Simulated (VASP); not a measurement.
Write the native input for VASP 6.6.1 that does the following.

* Task: single point
* Functional: revPBE
* Potentials or basis: VASP PAW PBE potentials, release 64 (Sr_sv)
* Cutoff: 520 eV
* k mesh: 10 × 10 × 10
* Occupations: fermi-dirac, width 0.1 eV
* Spin: no spin polarisation
* Dipole correction: no
* Further INCAR settings: ALGO = Normal; EDIFF = 1e-06; NBANDS = 11

The structure of Sr lies in POSCAR:

```
Sr
1.0
   -2.3241675204      2.3241675204      2.3241675204
    2.3241675204     -2.3241675204      2.3241675204
    2.3241675204      2.3241675204     -2.3241675204
Sr
1
Direct
    0.0000000000      0.0000000000      0.0000000000
```

This cell differs from its parent crystal: volume scaled by 0.88.

The input as run:

INCAR

```
  ALGO = Normal
  EDIFF = 1E-6
  ENCUT = 520
  GGA = RE
  ISIF = 2
  ISMEAR = -1
  LASPH = T
  LCHARG = F
  LREAL = F
  LWAVE = F
  NBANDS = 11
  NELM = 100
  PREC = Accurate
  SIGMA = 0.1
```

KPOINTS

```
k-points
0
Gamma
  10 10 10
```

Potentials or basis: VASP PAW PBE potentials, release 64 (Sr_sv).

The run is started by

```console
$ cat potpaw_PBE.64/Sr_sv/POTCAR > POTCAR
$ mpirun -np 1 vasp_std > vasp.out
```

Results of the run:

```
Pressure               : 1.7 GPa
Band gap on the k mesh : zero (band 5 reaches 2.25 eV, above the bottom of band 6 at 1.73 eV)
```

Caveat: the PAW data sets were made with another functional, which shifts forces and pressure a little.

It took 23 s on 1 thread of AMD EPYC 7R43 64-Core Processor (Zen 3) (shared host), peak memory 0.14 GiB.
